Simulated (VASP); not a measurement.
# Al2Au (Fm-3m) in VASP: density of states with PBE

Aim: the density of states of Al2Au with PBE.

Everything below comes from runs of VASP 6.6.1. Logs are shortened: lines on timing, memory, paths and dates and some standing lists are left out, and cuts for length are marked.

## 1. The cell of the first run

The structure is cubic, space group Fm-3m (No. 225). Conventional cell: a = 6.061 Å, b = 6.061 Å, c = 6.061 Å, α = 90.00°, β = 90.00°, γ = 90.00°. Within 3.5 Å of Al (site symmetry -43m) lie 4 Au at 2.62 Å and 6 Al at 3.03 Å. Au (site symmetry m-3m) has 8 Al at 2.62 Å within 3.5 Å.

## 2. Density of states, PBE

Contents of POSCAR:

```
Al2Au
1.0
    0.0000000000      3.0303901786      3.0303901786
    3.0303901786      0.0000000000      3.0303901786
    3.0303901786      3.0303901786      0.0000000000
Al Au
2 1
Direct
    0.2500000000      0.2500000000      0.2500000000
    0.7500000000      0.7500000000      0.7500000000
    0.0000000000      0.0000000000      0.0000000000
```

Contents of INCAR.step1:

```
PREC = Accurate ; ENCUT = 520
EDIFF = 1E-7 ; ISMEAR = 0
SIGMA = 0.1 ; LREAL = False
LASPH = True ; NELM = 80
ALGO = Normal ; ISIF = 2
LWAVE = False ; LCHARG = True
LMAXMIX = 4 ; GGA = PE
NBANDS = 16
```

Contents of KPOINTS.step1:

```
Automatic mesh
0
Gamma
  12 12 12
```

Contents of INCAR.step2:

```
PREC = Accurate ; ENCUT = 520
EDIFF = 1E-7 ; ISMEAR = -5
SIGMA = 0.1 ; LREAL = False
LASPH = True ; NELM = 80
ALGO = Normal ; ISIF = 2
LWAVE = False ; LCHARG = False
LMAXMIX = 4 ; GGA = PE
LORBIT = 11 ; NEDOS = 2001
ICHARG = 11
```

Contents of KPOINTS.step2:

```
Automatic mesh
0
Gamma
  18 18 18
```

Potentials or basis: VASP PAW PBE potentials, release 64 (Al, Au).

Run with:

```bash
cat potpaw_PBE.64/Al/POTCAR potpaw_PBE.64/Au/POTCAR > POTCAR
cp INCAR.step1 INCAR
cp KPOINTS.step1 KPOINTS
mpirun -np 1 vasp_std > vasp.out
cp INCAR.step2 INCAR
cp KPOINTS.step2 KPOINTS
mpirun -np 1 vasp_std > vasp.out
```

OUTCAR:

```text
PREC = Accurate
   ENCUT = 520
   EDIFF = 1E-7
   ISMEAR = -5
   LREAL = False
   LASPH = True
   NELM = 80
   ISIF = 2
   GGA = PE
   LORBIT = 11
   ICHARG = 11

 ion  position               nearest neighbor table
   1  0.250  0.250  0.250-   3 2.62   3 2.62   3 2.62   3 2.62   2 3.03   2 3.03   2 3.03   2 3.03
                             2 3.03   2 3.03
   2  0.750  0.750  0.750-   3 2.62   3 2.62   3 2.62   3 2.62   1 3.03   1 3.03   1 3.03   1 3.03
                             1 3.03   1 3.03
   3  0.000  0.000  0.000-   1 2.62   2 2.62   2 2.62   2 2.62   2 2.62   1 2.62   1 2.62   1 2.62

  LATTYP: Found a face centered cubic cell.
 ALAT       =     6.0607803572

  Lattice vectors:

 A1 = (   0.0000000000,   3.0303901786,   3.0303901786)
 A2 = (   3.0303901786,   0.0000000000,   3.0303901786)
 A3 = (   3.0303901786,   3.0303901786,   0.0000000000)

Analysis of symmetry for initial positions (statically):
=====================================================================
 Subroutine PRICEL returns:
 Original cell was already a primitive cell.

 Routine SETGRP: Setting up the symmetry group for a
 face centered cubic supercell.

 Subroutine GETGRP returns: Found 48 space group operations
 (whereof 48 operations were pure point group operations)
 out of a pool of 48 trial point group operations.

The static configuration has the point symmetry O_h .

Analysis of symmetry for dynamics (positions and initial velocities):
=====================================================================
 Subroutine PRICEL returns:
 Original cell was already a primitive cell.

 Routine SETGRP: Setting up the symmetry group for a
 face centered cubic supercell.

 Subroutine GETGRP returns: Found 48 space group operations
 (whereof 48 operations were pure point group operations)
 out of a pool of 48 trial point group operations.

The dynamic configuration has the point symmetry O_h .

 Subroutine INISYM returns: Found 48 space group operations
 (whereof 48 operations are pure point group operations),
 and found     1 'primitive' translations

----------------------------------------------------------------------------------------

                                     Primitive cell

  volume of cell :      55.6577

  direct lattice vectors                    reciprocal lattice vectors
     0.000000000  3.030390179  3.030390179    -0.164995255  0.164995255  0.164995255
     3.030390179  0.000000000  3.030390179     0.164995255 -0.164995255  0.164995255
     3.030390179  3.030390179  0.000000000     0.164995255  0.164995255 -0.164995255

  length of vectors
     4.285618890  4.285618890  4.285618890     0.285780165  0.285780165  0.285780165

  position of ions in fractional coordinates (direct lattice)
     0.250000000  0.250000000  0.250000000
     0.750000000  0.750000000  0.750000000
     0.000000000  0.000000000  0.000000000

  ion indices of the primitive-cell ions
   primitive index   ion index
                 1           1
                 2           2
                 3           3

----------------------------------------------------------------------------------------

 KPOINTS: Automatic mesh

Automatic generation of k-mesh.
 Grid dimensions read from file:
 generate k-points for:   18   18   18

 Generating k-lattice:

  Cartesian coordinates                     Fractional coordinates (reciprocal lattice)
    -0.009166403  0.009166403  0.009166403     0.055555556  0.000000000  0.000000000
     0.009166403 -0.009166403  0.009166403     0.000000000  0.055555556  0.000000000
     0.009166403  0.009166403 -0.009166403     0.000000000  0.000000000  0.055555556

  Length of vectors
     0.015876676  0.015876676  0.015876676

  Shift w.r.t. Gamma in fractional coordinates (k-lattice)
     0.000000000  0.000000000  0.000000000

 TETIRR: Found    806 inequivalent tetrahedra from    34992

 Subroutine IBZKPT returns following result:
 ===========================================

 Found    195 irreducible k-points:

 Following reciprocal coordinates:
            Coordinates               Weight
  0.000000  0.000000  0.000000      1.000000
  0.055556  0.000000  0.000000      8.000000
  0.111111  0.000000  0.000000      8.000000
  0.166667  0.000000  0.000000      8.000000
  0.222222  0.000000  0.000000      8.000000
  0.277778  0.000000  0.000000      8.000000
[... 16 lines left out ...]
 -0.277778  0.055556  0.000000     24.000000
 -0.222222  0.055556  0.000000     24.000000
 [... further k-points ...]
   k-points           NKPTS =    195   k-points in BZ     NKDIM =    195   number of bands    NBANDS=     12
   number of dos      NEDOS =   2001   number of ions     NIONS =      3
   total plane-waves  NPLWV =  32768
   dimension x,y,z NGX =    32 NGY =   32 NGZ =   32
   dimension x,y,z NGXF=    64 NGYF=   64 NGZF=   64
   ions per type =               2   1
   NGX,Y,Z   is equivalent  to a cutoff of  12.41, 12.41, 12.41 a.u.
   NGXF,Y,Z  is equivalent  to a cutoff of  24.83, 24.83, 24.83 a.u.
 SYSTEM =  unknown system
   PREC   = accura    normal or accurate (medium, high low for compatibility)
   ISTART =      0    job   : 0-new  1-cont  2-samecut
   ICHARG =     11    charge: 1-file 2-atom 10-const
   ISPIN  =      1    spin polarized calculation?
   LNONCOLLINEAR =      F non collinear calculations
   LSORBIT =      F    spin-orbit coupling
   LASPH  =      T    aspherical Exc in radial PAW
   ENCUT  =  520.0 eV  38.22 Ry    6.18 a.u.   7.97  7.97  7.97*2*pi/ulx,y,z
   NELM   =     80;   NELMIN=  2; NELMDL=  0     # of ELM steps
   EDIFF  = 0.1E-06   stopping-criterion for ELM
   LREAL  =      F    real-space projection
   EDIFFG = 0.1E-05   stopping-criterion for IOM
   NSW    =      0    number of steps for IOM
   IBRION =     -1    ionic relax: 0-MD 1-quasi-New 2-CG
   NFREE  =      0    steps in history (QN), initial steepest desc. (CG)
   ISIF   =      2    stress and relaxation
   ISYM   =      2    0-nonsym 1-usesym 2-fastsym
   POTIM  = 0.5000    time-step for ionic-motion
   TEBEG  =    0.0;   TEEND  =   0.0 temperature during run
   PSTRESS=    0.0 pullay stress
   NELECT =      17.0000    total number of electrons
   NUPDOWN=      -1.0000    fix difference up-down
   EMIN   =  10.00;   EMAX   =-10.00  energy-range for DOS
   EFERMI =   0.00;   METHOD = LEGACY
   ISMEAR =    -5;   SIGMA  =   0.10  broadening in eV -4-tet -1-fermi 0-gaus
   EFERMI_NEDOS =   21; number of points for ismear=-14 and -15
   IALGO  =     38    algorithm
   IMIX   =      4    mixing-type and parameters
     AMIX     =   0.40;   BMIX     =  1.00
     AMIX_MAG =   1.60;   BMIX_MAG =  1.00
  volume/ion in A,a.u.               =      18.55       125.20
  Fermi-wavevector in a.u.,A,eV,Ry     =   1.102510  2.083442 16.538271  1.215529
  Thomas-Fermi vector in A             =   2.238954
   LORBIT       =     11    0 simple, 1 ext, 2 COOP (PROOUT), +10 PAW based schemes
   GGA     = PE    functional components
   LHFCALC =     F    Hartree Fock is set to
   AEXX    =    0.0000 exact exchange contribution
   IVDW    =     0    specifies the selected vdW correction
   LEPSILON=     F    determine dielectric tensor
   LRPA    =     F    only Hartree local field effects (RPA)
 non-spin polarized calculation
 Fermi weights with tetrahedron method with Bloechl corrections
  energy-cutoff  :      520.00
  volume of cell :       55.66
 maximum number of plane-waves:      1524

 number of electron      17.0000002 magnetization

 Free energy of the ion-electron system (eV)
  ---------------------------------------------------
  ext. energy  EPLUGINS =         0.00000000
  ---------------------------------------------------
  free energy    TOTEN  =       -12.02251122 eV

  energy without entropy =      -12.02251122  energy(sigma->0) =      -12.02251122

 E-fermi :   7.4596     XC(G=0): -10.3953

 val. band max:        7.4851734872   @ k =  -0.3889   0.1667   0.0000
 cond. band min:       7.4107914325   @ k =   0.2222   0.2222   0.0000
 fundamental gap:     -0.0743820547
 Fermi energy:         7.4596063873

 k-point     1 :       0.0000    0.0000    0.0000
  band No.  band energies     occupation
      1      -2.8817      2.00000
      2       1.0166      2.00000
      3       1.0166      2.00000
      4       1.0166      2.00000
      5       1.9416      2.00000
      6       1.9416      2.00000
      7       9.4771      0.00000
      8      10.4012      0.00000
      9      10.4012      0.00000
     10      10.4012      0.00000
     11      11.2264      0.00000
     12      11.2264      0.00000

 k-point     2 :       0.0556    0.0000    0.0000
  band No.  band energies     occupation
      1      -2.8420      2.00000
      2       1.0026      2.00000
      3       1.0267      2.00000
      4       1.0267      2.00000
      5       1.9393      2.00000
      6       1.9393      2.00000
      7       9.2814      0.00000
      8       9.8127      0.00000
      9      10.1821      0.00000
     10      10.1821      0.00000
     11      11.4613      0.00000
     12      11.4614      0.00000
[... 301 lines left out ...]
 k-point    23 :      -0.2778    0.0556    0.0000
  band No.  band energies     occupation
      1      -1.7933      2.00000
      2       0.7772      2.00000
      3       1.2109      2.00000
      4       1.2133      2.00000
      5       1.9133      2.00000
      6       1.9986      2.00000
      7       4.6271      2.00000
      8       7.8469      0.02950
      9       8.7455      0.00000
     10      10.4167      0.00000
     11      11.2073      0.00000
     12      11.3493      0.00000

 k-point    24 :      -0.2222    0.0556    0.0000
  band No.  band energies     occupation
      1      -2.1301      2.00000
      2       0.8157      2.00000
      3       1.1699      2.00000
      4       1.1731      2.00000
      5       1.8958      2.00000
      6       1.9746      2.00000
      7       5.6507      2.00000
      8       8.1038     -0.13784
      9       9.1860      0.00000
     10      10.3035      0.00000
     11      11.4654      0.00000
     12      11.4887      0.00000

 [... further k-points ...]

------------------------ aborting loop because EDIFF is reached ----------------------------------------

  FORCE on cell =-STRESS in cart. coord.  units (eV):
  Direction    XX          YY          ZZ          XY          YZ          ZX
  --------------------------------------------------------------------------------------
  -------------------------------------------------------------------------------------
  Total       -0.0897862     -0.0897862     -0.0897862      0.0000000      0.0000000     -0.0000000
  in kB       -2.5846068     -2.5846068     -2.5846068      0.0000000      0.0000000     -0.0000000
  external PRESSURE =      -2.5846068 kB  Pullay stress =       0.0000000 kB

 VOLUME and BASIS-vectors are now :
 -----------------------------------------------------------------------------
  energy-cutoff  :      520.00
  volume of cell :       55.66
      direct lattice vectors                 reciprocal lattice vectors
     0.000000000  3.030390179  3.030390179    -0.164995255  0.164995255  0.164995255
     3.030390179  0.000000000  3.030390179     0.164995255 -0.164995255  0.164995255
     3.030390179  3.030390179  0.000000000     0.164995255  0.164995255 -0.164995255

 POSITION                                       TOTAL-FORCE (eV/Angst)
 -----------------------------------------------------------------------------------
      1.51520      1.51520      1.51520         0.000000      0.000000     -0.000000
      4.54559      4.54559      4.54559        -0.000000     -0.000000      0.000000
      0.00000      0.00000      0.00000         0.000000     -0.000000      0.000000
 -----------------------------------------------------------------------------------
    total drift:                                0.000000     -0.000000      0.000000

  FREE ENERGIE OF THE ION-ELECTRON SYSTEM (eV)
  ---------------------------------------------------
  free  energy   TOTEN  =       -12.0225112181 eV

  energy  without entropy=      -12.0225112181  energy(sigma->0) =      -12.02251122

 total charge

# of ion       s       p       d       tot
------------------------------------------
    1        0.396   0.345   0.000   0.741
    2        0.396   0.345   0.000   0.741
    3        0.744   0.665   8.544   9.954
--------------------------------------------------
tot          1.536   1.356   8.544  11.435
```

Run time: 75 s. Hardware: 1 thread of Intel Xeon Platinum 8488C (Sapphire Rapids), shared host; peak memory 0.28 GiB.

What came out:

```
Valence electrons inside the program's atomic spheres : Al 0.74; Au 9.95
```

Caveat: spin-orbit coupling is left out, which moves the levels of the heavy elements; tetrahedron occupations give inexact forces and stress in metals.
